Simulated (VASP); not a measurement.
Wanted: the native input for a VASP 6.6.1 run.

```
Task                   : single point
Functional             : PBE
Potentials or basis    : VASP PAW PBE potentials, release 64 (Al, Ni)
Cutoff                 : 520 eV
k mesh                 : 15 × 15 × 5
Occupations            : gaussian, width 0.15 eV
Spin                   : no spin polarisation
Dipole correction      : no
Further INCAR settings : ALGO = Fast; EDIFF = 1e-06; NBANDS = 28
```

The structure of AlNi lies in POSCAR:

```
AlNi
1.0
    0.0000000000     -2.8927237813      0.0000000000
    0.0000000000      0.0000000000     -2.8927237813
   11.8781713440     -0.4821206302     -0.4821206302
Al Ni
3 3
Direct
    0.9086752172     -0.0913247828      0.5479486968
    0.9898528019     -0.0101471981      0.0608831885
    0.9492640096     -0.0507359904      0.3044159427
    0.3883808210      0.3883808210      0.6697150738
    0.4695584057      0.4695584057      0.1826495656
    0.4289696134      0.4289696134      0.4261823197
```

These files were run (other wordings do the same):

INCAR

```
PREC = Accurate
ENCUT = 520
EDIFF = 1E-6
ISMEAR = 0
SIGMA = 0.15
LREAL = False
LASPH = True
NELM = 80
ALGO = Fast
ISIF = 2
LWAVE = False
LCHARG = False
GGA = PE
NBANDS = 28
```

KPOINTS

```
Automatic mesh
0
Gamma
  15 15 5
```

Potentials or basis: VASP PAW PBE potentials, release 64 (Al, Ni).

Launch:

```bash
$ cat potpaw_PBE.64/Al/POTCAR potpaw_PBE.64/Ni/POTCAR > POTCAR
$ mpirun -np 1 vasp_std > vasp.out
```

Results of the run:

The pressure is -4.1 GPa and the largest force is 0.946 eV/Å.

Run time: 7 min on 1 thread of Intel(R) Xeon(R) 6975P-C (Granite Rapids) (shared host), peak memory 0.74 GiB.
